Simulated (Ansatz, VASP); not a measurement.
Ge in VASP and in Ansatz

```
Ge
1.0
     5.17624    0.00000    0.00000
     0.00000    5.22826    0.00000
     0.00000    0.00000    2.85392
Ge
4
Cartesian
  0.0001 1.3071 1.7530
  5.1761 3.9212 1.1009
  2.5880 3.9212 0.3261
  2.5883 1.3071 2.5279
```

Alike in both runs: functional PBE; k mesh 10 × 8 × 16; occupations gaussian, width 0.1 eV; no spin polarisation.

Ansatz relaxed the structure, and its values are those at the end. VASP's run is a single point on that final structure, the one shown.

|  | VASP | Ansatz |
| --- | --- | --- |
| version | VASP 6.6.1 | Ansatz 0.2.0 |
| potentials or method | VASP PAW PBE potentials, release 64 (Ge_d), cutoff 520 eV | scalar-relativistic, plane waves, PAW |
| valence electrons in the cell | 56 | 56 |

|  | VASP | Ansatz | Ansatz less VASP |
| --- | --- | --- | --- |
| gap on the k mesh at the Fermi level (eV) | none | none | - |
| pressure (GPa) | 0.0 | 0.0 | -0.02 |

A gap of «none» marks a metal or a gap that the smearing closes. With one functional, cell and mesh, what is left measures potentials, basis and numerics.
